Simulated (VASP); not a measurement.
Set up this calculation in VASP 6.6.1, as the native input.

```yaml
Task: single point
Functional: PBE
Potentials_or_basis: VASP PAW PBE potentials, release 64 (Ir)
Cutoff: 520 eV
k_mesh: 9 × 9 × 9
Occupations: gaussian, width 0.1 eV
Spin: no spin polarisation
Dipole_correction: no
Further_INCAR_settings: ALGO = Normal; EDIFF = 1e-07; NBANDS = 26
```

The structure of Ir lies in POSCAR:

```
Ir
1.0
    1.3672853215      0.7894025484      9.1941675217
   -1.3672853215      0.7894025484      9.1941675217
    0.0000000000     -1.5788050969      9.1941675217
Ir
4
Direct
    0.0459932154      0.0459932154      0.0459932154
    0.9540067846      0.9540067846      0.9540067846
    0.2074296884      0.2074296884      0.2074296884
    0.7925703116      0.7925703116      0.7925703116
```

One way to write it, as run:

INCAR

```
SYSTEM = Ir
PREC = Accurate
ENCUT = 520
EDIFF = 1E-7
ISMEAR = 0
SIGMA = 0.1
LREAL = .FALSE.
LASPH = .TRUE.
NELM = 100
ALGO = Normal
ISIF = 2
LWAVE = .FALSE.
LCHARG = .FALSE.
GGA = PE
NBANDS = 26
```

KPOINTS

```
regular mesh
0
G
  9 9 9
  0 0 0
```

Potentials or basis: VASP PAW PBE potentials, release 64 (Ir).

The run is started by

```bash
$ cat potpaw_PBE.64/Ir/POTCAR > POTCAR
$ mpirun -np 1 vasp_std > vasp.out
```

Results of the run:

| Item | Value |
| --- | --- |
| Pressure | 0.5 GPa |
| Largest force | 0.027 eV/Å |
| Band gap on the k mesh | zero (bands 18 and 19 overlap by 2.29 eV) |

Caveat: spin-orbit coupling is left out, which moves the levels of the heavy elements.

It took 17 min on 1 thread of Intel(R) Xeon(R) 6975P-C (Granite Rapids), with other jobs on the host, peak memory 0.66 GiB.
